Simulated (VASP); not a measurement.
# ZrTa2C2 in VASP: notebook

The runs below take ZrTa2C2 through single point, with PBE.

Program: VASP 6.6.1. These are calculated values, not measurements. Logs are shortened: lines on timing, memory, paths and dates and some standing lists are left out, and cuts for length are marked.

**1. The cell of the first run**

The structure is monoclinic, space group C2/m (No. 12). The conventional cell has a = 5.491 Å, b = 3.166 Å, c = 7.460 Å, α = 90.00°, β = 103.85°, γ = 90.00°. Within 3.2 Å of Zr (site symmetry 2/m) lie 6 C at 2.31 Å and 6 Ta at 3.04 Å and 6 Zr at 3.17 Å. Ta (site symmetry m) has 3 C at 2.09 Å within 2.8 Å. C (site symmetry m) has 3 Ta at 2.09 Å and 3 Zr at 2.31 Å within 2.8 Å.

The cell was generated, and may not be a known phase.

**2. Single point, PBE**

INCAR

```
ALGO = Normal ; EDIFF = 1E-6
ENCUT = 520 ; GGA = PE
ISIF = 2 ; ISMEAR = 0
LASPH = True ; LCHARG = False
LREAL = False ; LWAVE = False
NBANDS = 29 ; NELM = 100
PREC = Accurate ; SIGMA = 0.1
```

KPOINTS

```
k-points
0
Gamma
  6 6 4
```

POSCAR

```
ZrTa2C2
1.0
    2.7456696800     -1.5828253100      0.0000000000
    2.7456696800      1.5828253100      0.0000000000
   -1.7858727700      0.0000000000      7.2431089400
Zr Ta C
1 2 2
Direct
    0.0000000000      0.0000000000      0.5000000000
    0.2248049800      0.2248049800      0.1648365000
    0.7751950200      0.7751950200      0.8351635000
    0.3967544400      0.3967544400      0.6953097600
    0.6032455600      0.6032455600      0.3046902400
```

Potentials or basis: VASP PAW PBE potentials, release 64 (Zr_sv, Ta_pv, C).

Launch:

```console
> cat potpaw_PBE.64/Zr_sv/POTCAR potpaw_PBE.64/Ta_pv/POTCAR potpaw_PBE.64/C/POTCAR > POTCAR
> mpirun -np 1 vasp_std > vasp.out
```

OUTCAR:

```text
EDIFF = 1E-6
   ENCUT = 520
   GGA = PE
   ISIF = 2
   ISMEAR = 0
   LASPH = True
   LREAL = False
   NELM = 100
   PREC = Accurate

 ion  position               nearest neighbor table
   1  0.000  0.000  0.500-   5 2.31   5 2.31   4 2.31   4 2.31   4 2.31   5 2.31   2 3.04   3 3.04
                             2 3.04   3 3.04   2 3.04   3 3.04
   2  0.225  0.225  0.165-   5 2.09   5 2.09   5 2.09   3 2.99   3 2.99   1 3.04   1 3.04   3 3.04
                             1 3.04
   3  0.775  0.775  0.835-   4 2.09   4 2.09   4 2.09   2 2.99   2 2.99   1 3.04   1 3.04   2 3.04
                             1 3.04
   4  0.397  0.397  0.695-   3 2.09   3 2.09   3 2.09   1 2.31   1 2.31   1 2.31
   5  0.603  0.603  0.305-   2 2.09   2 2.09   2 2.09   1 2.31   1 2.31   1 2.31

  LATTYP: Found a base centered monoclinic cell.
 ALAT       =     5.4913393600
 B/A-ratio  =     0.5764806020
 C/A-ratio  =     1.3585073186
 COS(beta)  =    -0.2393923398

  Lattice vectors:

 A1 = (   2.7456696800,  -1.5828253100,   0.0000000000)
 A2 = (   2.7456696800,   1.5828253100,   0.0000000000)
 A3 = (  -1.7858727700,   0.0000000000,   7.2431089400)

Analysis of symmetry for initial positions (statically):
=====================================================================
 Subroutine PRICEL returns:
 Original cell was already a primitive cell.

 Routine SETGRP: Setting up the symmetry group for a
 base centered monoclinic supercell.

 Subroutine GETGRP returns: Found  4 space group operations
 (whereof  4 operations were pure point group operations)
 out of a pool of  4 trial point group operations.

The static configuration has the point symmetry C_2h.

Analysis of symmetry for dynamics (positions and initial velocities):
=====================================================================
 Subroutine PRICEL returns:
 Original cell was already a primitive cell.

 Routine SETGRP: Setting up the symmetry group for a
 base centered monoclinic supercell.

 Subroutine GETGRP returns: Found  4 space group operations
 (whereof  4 operations were pure point group operations)
 out of a pool of  4 trial point group operations.

The dynamic configuration has the point symmetry C_2h.

 Subroutine INISYM returns: Found  4 space group operations
 (whereof  4 operations are pure point group operations),
 and found     1 'primitive' translations

----------------------------------------------------------------------------------------

                                     Primitive cell

  volume of cell :      62.9559

  direct lattice vectors                    reciprocal lattice vectors
     2.745669680 -1.582825310  0.000000000     0.182104936 -0.315890829  0.044900090
     2.745669680  1.582825310  0.000000000     0.182104936  0.315890829  0.044900090
    -1.785872770  0.000000000  7.243108940     0.000000000  0.000000000  0.138062261

  length of vectors
     3.169233023  3.169233023  7.460024710     0.367376158  0.367376158  0.138062261

  position of ions in fractional coordinates (direct lattice)
     0.000000000  0.000000000  0.500000000
     0.224804980  0.224804980  0.164836500
     0.775195020  0.775195020  0.835163500
     0.396754440  0.396754440  0.695309760
     0.603245560  0.603245560  0.304690240

  ion indices of the primitive-cell ions
   primitive index   ion index
                 1           1
                 2           2
                 3           3
                 4           4
                 5           5

----------------------------------------------------------------------------------------

 KPOINTS: k-points

Automatic generation of k-mesh.
 Grid dimensions read from file:
 generate k-points for:    6    6    4

 Generating k-lattice:

  Cartesian coordinates                     Fractional coordinates (reciprocal lattice)
     0.030350823 -0.052648472  0.007483348     0.166666667  0.000000000  0.000000000
     0.030350823  0.052648472  0.007483348     0.000000000  0.166666667  0.000000000
     0.000000000  0.000000000  0.034515565     0.000000000  0.000000000  0.250000000

  Length of vectors
     0.061229360  0.061229360  0.034515565

  Shift w.r.t. Gamma in fractional coordinates (k-lattice)
     0.000000000  0.000000000  0.000000000

 Subroutine IBZKPT returns following result:
 ===========================================

 Found     47 irreducible k-points:

 Following reciprocal coordinates:
            Coordinates               Weight
  0.000000  0.000000  0.000000      1.000000
  0.166667 -0.000000 -0.000000      4.000000
  0.333333 -0.000000  0.000000      4.000000
  0.500000  0.000000  0.000000      2.000000
  0.166667  0.166667 -0.000000      2.000000
  0.333333  0.166667  0.000000      4.000000
[... 16 lines left out ...]
 -0.333333  0.166667  0.250000      4.000000
 -0.166667  0.166667  0.250000      4.000000
 [... further k-points ...]
   k-points           NKPTS =     47   k-points in BZ     NKDIM =     47   number of bands    NBANDS=     29
[... 50 lines left out ...]
  energy-cutoff  :      520.00
  volume of cell :       62.96
 maximum number of plane-waves:      1712
   NGX = 11   NGY = 11   NGZ = 27

 number of electron      41.9999997 magnetization

 Free energy of the ion-electron system (eV)
  ---------------------------------------------------
  ext. energy  EPLUGINS =         0.00000000
  ---------------------------------------------------
  free energy    TOTEN  =       -53.61463403 eV

  energy without entropy =      -53.60880856  energy(sigma->0) =      -53.61172129

 E-fermi :   8.5654     XC(G=0): -12.8497

 val. band max:        8.5578285600   @ k =   0.0000   0.0000   0.5000
 cond. band min:       8.6508783259   @ k =   0.5000   0.3333   0.5000
 fundamental gap:      0.0930497659
 Fermi energy:         8.5654106214

 k-point     1 :       0.0000    0.0000    0.0000
  band No.  band energies     occupation
      1     -39.5743      2.00000
      2     -25.8739      2.00000
      3     -25.4796      2.00000
      4     -25.4780      2.00000
      5     -25.4727      2.00000
      6     -25.4127      2.00000
[... 21 lines left out ...]
     28      12.9971      0.00000
     29      13.0336      0.00000

 k-point     2 :       0.1667   -0.0000   -0.0000
  band No.  band energies     occupation
      1     -39.5433      2.00000
      2     -25.8384      2.00000
      3     -25.6578      2.00000
      4     -25.5349      2.00000
      5     -25.5165      2.00000
      6     -25.4358      2.00000
[... 21 lines left out ...]
     28      13.1574      0.00000
     29      13.5917      0.00000

 k-point     3 :       0.3333   -0.0000    0.0000
  band No.  band energies     occupation
      1     -39.4806      2.00000
      2     -25.9141      2.00000
      3     -25.8715      2.00000
      4     -25.6596      2.00000
      5     -25.5893      2.00000
      6     -25.4856      2.00000
[... 21 lines left out ...]
     28      13.1893      0.00000
     29      13.3957      0.00000

 k-point     4 :       0.5000    0.0000    0.0000
  band No.  band energies     occupation
      1     -39.4489      2.00000
      2     -26.0358      2.00000
      3     -25.9790      2.00000
      4     -25.6263      2.00000
      5     -25.5873      2.00000
      6     -25.5152      2.00000
[... 21 lines left out ...]
     28      13.4998      0.00000
     29      14.1547      0.00000

 k-point     5 :       0.1667    0.1667   -0.0000
  band No.  band energies     occupation
      1     -39.5435      2.00000
      2     -25.8412      2.00000
      3     -25.6532      2.00000
      4     -25.5442      2.00000
      5     -25.5165      2.00000
      6     -25.4256      2.00000
[... 21 lines left out ...]
     28      12.7993      0.00000
     29      12.9112      0.00000
[... 510 lines left out ...]
     28      13.5490      0.00000
     29      13.8977      0.00000

 k-point    22 :       0.5000    0.1667    0.2500
  band No.  band energies     occupation
      1     -39.4492      2.00000
      2     -25.9640      2.00000
      3     -25.9178      2.00000
      4     -25.7172      2.00000
      5     -25.6169      2.00000
      6     -25.5635      2.00000
[... 21 lines left out ...]
     28      13.5136      0.00000
     29      14.3948      0.00000

 k-point    23 :      -0.3333    0.1667    0.2500
  band No.  band energies     occupation
      1     -39.4490      2.00000
      2     -25.9640      2.00000
      3     -25.9245      2.00000
      4     -25.7101      2.00000
      5     -25.6215      2.00000
      6     -25.5556      2.00000
[... 21 lines left out ...]
     28      13.8507      0.00000
     29      14.5265      0.00000

 k-point    24 :      -0.1667    0.1667    0.2500
  band No.  band energies     occupation
      1     -39.4963      2.00000
      2     -25.8255      2.00000
      3     -25.8137      2.00000
      4     -25.6929      2.00000
      5     -25.5573      2.00000
      6     -25.5131      2.00000
[... 21 lines left out ...]
     28      13.4431      0.00000
     29      14.0313      0.00000

 [... further k-points ...]
[... 5 lines left out ...]
  --------------------------------------------------------------------------------------
  -------------------------------------------------------------------------------------
  Total        8.1426574      8.3716958     14.3920815      0.0000000      0.0000000     -0.1118698
  in kB      207.2241937    213.0530401    366.2670947      0.0000000      0.0000000     -2.8469979
  external PRESSURE =     262.1814429 kB  Pullay stress =       0.0000000 kB

 VOLUME and BASIS-vectors are now :
 -----------------------------------------------------------------------------
  energy-cutoff  :      520.00
  volume of cell :       62.96
      direct lattice vectors                 reciprocal lattice vectors
     2.745669680 -1.582825310  0.000000000     0.182104936 -0.315890829  0.044900090
     2.745669680  1.582825310  0.000000000     0.182104936  0.315890829  0.044900090
    -1.785872770  0.000000000  7.243108940     0.000000000  0.000000000  0.138062261

 POSITION                                       TOTAL-FORCE (eV/Angst)
 -----------------------------------------------------------------------------------
     -0.89294      0.00000      3.62155        -0.000000     -0.000000     -0.000000
      0.94010      0.00000      1.19393        -0.008851      0.000000     -2.122419
      2.76536      0.00000      6.04918         0.008851      0.000000      2.122419
      0.93698      0.00000      5.03620         0.030546      0.000000     -1.420518
      2.76849      0.00000      2.20690        -0.030546      0.000000      1.420518
 -----------------------------------------------------------------------------------
    total drift:                                0.000000      0.000000      0.000000

  FREE ENERGIE OF THE ION-ELECTRON SYSTEM (eV)
  ---------------------------------------------------
  free  energy   TOTEN  =       -53.6146340314 eV

  energy  without entropy=      -53.6088085576  energy(sigma->0) =      -53.61172129
```

Wall time 72 s (1 thread of Intel Xeon Platinum 8259CL at 2.50GHz (Skylake/Cascade Lake), shared host); peak memory 0.23 GiB.

What came out:

- Free energy: -53.6146 eV
- Pressure: 26.2 GPa
- Largest force: 2.122 eV/Å
- Band gap on the k mesh: zero (bands 21 and 22 overlap by 0.48 eV)

Forces in eV/Å, atoms in the order of the input:
```
Zr   0.000  0.000  0.000
Ta  -0.009  0.000 -2.122
Ta   0.009  0.000  2.122
C    0.031  0.000 -1.421
C   -0.031  0.000  1.421
```

Stress tensor (GPa, compression positive):
```
20.72  0.00 -0.28
 0.00 21.31  0.00
-0.28  0.00 36.63
```

Levels at points of the mesh, in eV from the Fermi level:
```csv
k point,band 18,band 19,band 20,band 21,band 22,band 23,band 24,band 25
"(0.00, 0.00, 0.00)",-3.24,-1.93,0.43,0.43,0.52,1.29,1.40,1.72
"(0.50, 0.00, 0.00)",-2.65,-2.59,-1.50,-0.68,1.22,2.49,3.61,4.31
"(0.50, 0.50, 0.00)",-3.02,-2.85,-1.70,-0.52,1.90,3.06,3.46,3.77
"(0.00, 0.00, 0.50)",-3.47,-1.42,-0.09,-0.04,-0.01,1.92,2.03,2.84
"(0.50, 0.00, 0.50)",-3.01,-2.85,-1.62,-0.66,1.90,3.06,3.50,3.81
"(0.50, 0.50, 0.50)",-2.64,-2.57,-1.58,-0.55,1.18,2.48,3.63,4.27
```

Caveat: the k points lie up to 0.38 Å⁻¹ apart; spin-orbit coupling is left out, which moves the levels of the heavy elements; forces of over 1 eV/Å act on the atoms, so gaps and moduli don't describe the material at rest.

**3. Single point, PBE**

This run uses another cell than the first one, of 13.55 Å³/atom.

INCAR

```
PREC     = Accurate       # precision mode
ENCUT    = 520            # plane-wave cutoff, eV
EDIFF    = 1E-6           # SCF threshold, eV
ISMEAR   = 0              # smearing method
SIGMA    = 0.1            # smearing width, eV
LREAL    = False          # projectors in reciprocal space
LASPH    = True           # aspherical terms in the spheres
NELM     = 80             # most SCF steps
ALGO     = Normal         # electronic algorithm
ISIF     = 2              # what is computed and relaxed
LWAVE    = False          # write WAVECAR
LCHARG   = True           # write CHGCAR
GGA      = PE             # functional
LELF     = True           # ELF
LVHAR    = True         
NBANDS   = 29             # bands
```

KPOINTS

```
Automatic mesh
0
Gamma
  6 6 4
```

POSCAR

```
ZrTa2C2
1.0
    2.7663119122     -1.5968180990     -0.0072138911
    2.7663119122      1.5968180990     -0.0072138911
   -1.8183294781      0.0000000000      7.6747003161
Zr Ta C
1 2 2
Direct
    0.0000000000      0.0000000000      0.5000000000
    0.2201535386      0.2201535386      0.1590127387
    0.7798464614      0.7798464614      0.8409872613
    0.3963266599      0.3963266599      0.6894047756
    0.6036733401      0.6036733401      0.3105952244
```

Potentials or basis: VASP PAW PBE potentials, release 64 (Zr_sv, Ta_pv, C).

Launch:

```console
> cat potpaw_PBE.64/Zr_sv/POTCAR potpaw_PBE.64/Ta_pv/POTCAR potpaw_PBE.64/C/POTCAR > POTCAR
> mpirun -np 1 vasp_std > vasp.out
```

Wall time 73 s (1 thread of Intel Xeon Platinum 8259CL at 2.50GHz (Skylake/Cascade Lake), shared host); peak memory 0.23 GiB.

Results (log left out):

```
Free energy            : -54.2533 eV
Pressure               : 0.6 GPa
Largest force          : 0.052 eV/Å
Band gap on the k mesh : zero (bands 21 and 22 overlap by 0.55 eV)
```

Forces in eV/Å, atoms in the order of the input:
```
Zr   0.000  0.000  0.000
Ta   0.007  0.000 -0.052
Ta  -0.007  0.000  0.052
C    0.003  0.000 -0.010
C   -0.003  0.000  0.010
```

Stress tensor (GPa, compression positive):
```
 0.59  0.00 -0.06
 0.00  0.69  0.00
-0.06  0.00  0.62
```

Levels at points of the mesh, in eV from the Fermi level:
| k point | band 18 | band 19 | band 20 | band 21 | band 22 | band 23 | band 24 | band 25 |
| --- | --- | --- | --- | --- | --- | --- | --- | --- |
| (0.00, 0.00, 0.00) | -2.65 | -2.24 | 0.03 | 0.57 | 0.57 | 1.15 | 1.17 | 1.42 |
| (0.50, 0.00, 0.00) | -2.50 | -2.38 | -1.54 | -0.83 | 0.36 | 2.07 | 3.51 | 3.65 |
| (0.50, 0.50, 0.00) | -3.00 | -2.78 | -1.71 | -0.74 | 1.20 | 2.40 | 2.87 | 3.81 |
| (0.00, 0.00, 0.50) | -2.88 | -1.47 | -0.75 | 0.03 | 0.03 | 1.85 | 1.87 | 2.52 |
| (0.50, 0.00, 0.50) | -3.00 | -2.78 | -1.70 | -0.76 | 1.21 | 2.41 | 2.87 | 3.81 |
| (0.50, 0.50, 0.50) | -2.50 | -2.37 | -1.55 | -0.81 | 0.35 | 2.07 | 3.50 | 3.65 |

Caveat: the k points lie up to 0.38 Å⁻¹ apart, too coarse for converged energies and pressures of a metal; spin-orbit coupling is left out, which moves the levels of the heavy elements.

**4. Single point, PBE, collinear spin**

This run uses another cell than the first one, of 13.55 Å³/atom.

INCAR

```
PREC     = Accurate       # precision mode
ENCUT    = 520            # plane-wave cutoff, eV
EDIFF    = 1E-6           # SCF threshold, eV
ISMEAR   = 0              # smearing method
SIGMA    = 0.1            # smearing width, eV
LREAL    = F              # projectors in reciprocal space
LASPH    = T              # aspherical terms in the spheres
NELM     = 150            # most SCF steps
ALGO     = Normal         # electronic algorithm
ISIF     = 2              # what is computed and relaxed
LWAVE    = F              # write WAVECAR
LCHARG   = F              # write CHGCAR
ISPIN    = 2              # spin polarisation
MAGMOM   = 1 0 0 0 0      # initial moments
LORBIT   = 11             # projections on sites
LMAXMIX  = 4              # l up to which the mixer works
GGA      = PE             # functional
NBANDS   = 33             # bands
```

KPOINTS

```
regular mesh
0
Gamma
  6 6 6
```

POSCAR

```
ZrTa2C2
1.0
    1.5970567990      0.9220611728      7.6699347126
   -1.5970567990      0.9220611728      7.6699347126
    0.0000000000     -1.8441223456      7.6699347126
Zr Ta C
1 2 2
Direct
    0.0000000000      0.0000000000      0.0000000000
    0.2196709129      0.2196709129      0.2196709129
    0.7803290871      0.7803290871      0.7803290871
    0.3964682585      0.3964682585      0.3964682585
    0.6035317415      0.6035317415      0.6035317415
```

Launch:

```console
> cat potpaw_PBE.64/Zr_sv/POTCAR potpaw_PBE.64/Ta_pv/POTCAR potpaw_PBE.64/C/POTCAR > POTCAR
> mpirun -np 1 vasp_std > vasp.out
```

It took 10 min on 1 thread of Intel Xeon Platinum 8259CL at 2.50GHz (Skylake/Cascade Lake), shared host; peak memory 0.69 GiB.

The run converged. Its results:

- Free energy: -54.2519 eV
- Pressure: 0.6 GPa
- Largest force: 0.058 eV/Å
- Band gap on the k mesh: zero (filled and empty bands overlap)
- Net moment: 0.00 μB per cell
- Valence electrons inside the program's atomic spheres: Zr 9.95; Ta 8.85; C 2.42

Forces on the atoms (eV/Å):
```
Zr   0.000  0.000  0.000
Ta   0.000  0.000 -0.058
Ta   0.000  0.000  0.058
C    0.000  0.000 -0.010
C    0.000  0.000  0.010
```

Stress tensor (GPa, compression positive):
```
0.56 0.00 0.00
0.00 0.56 0.00
0.00 0.00 0.68
```

Levels at points of the mesh, in eV from the Fermi level:
Spin up:
```csv
k point,band 19,band 20,band 21,band 22,band 23,band 24
"(0.00, 0.00, 0.00)",-2.25,0.02,0.56,0.56,1.14,1.14
"(0.50, 0.00, 0.00)",-2.39,-1.56,-0.84,0.34,2.06,3.49
"(0.50, 0.50, 0.00)",-2.80,-1.72,-0.77,1.19,2.39,2.85
"(0.50, 0.50, 0.50)",-1.48,-0.76,0.02,0.02,1.84,1.84
```
Spin down:
```
           k point  band 19  band 20  band 21  band 22  band 23  band 24
(0.00, 0.00, 0.00)    -2.25     0.02     0.56     0.56     1.14     1.14
(0.50, 0.00, 0.00)    -2.39    -1.56    -0.84     0.34     2.06     3.49
(0.50, 0.50, 0.00)    -2.80    -1.72    -0.77     1.19     2.39     2.85
(0.50, 0.50, 0.50)    -1.48    -0.76     0.02     0.02     1.84     1.84
```

Caveat: the k points lie up to 0.38 Å⁻¹ apart, too coarse for converged energies and pressures of a metal; spin-orbit coupling is left out, which moves the levels of the heavy elements.

**5. Overview**

```tsv
spin	cell	k mesh	gap on the mesh (eV)	pressure (GPa)	largest force (eV/Å)
off	a = 3.169, b = 3.169, c = 7.460 Å, angles 102.0, 102.0, 59.9°, 5 atoms, atomic positions A	6 × 6 × 4	none	26.2	2.12
off	a = 3.194, b = 3.194, c = 7.887 Å, angles 101.6, 101.6, 60.0°, 5 atoms, atomic positions B	6 × 6 × 4	none	0.6	0.05
collinear	a = 7.889 Å, angles 23.4°, 5 atoms, atomic positions C	6 × 6 × 6	none	0.6	0.06
```

Alike in all rows: task single point; level PBE; potentials or basis VASP PAW PBE potentials, release 64 (Zr_sv, Ta_pv, C); cutoff (eV) 520; smearing gaussian 0.1 eV.

Caveats: all runs use coarse meshes; spin-orbit coupling is left out, which moves the levels of the heavy elements; forces of over 1 eV/Å act on the atoms, so gaps and moduli don't describe the material at rest (at least some runs).

Total energies depend on the potentials used, so only differences within one code and one set of settings carry meaning.

The gap in the log of VASP goes by the Fermi energy; the results here count the filled bands.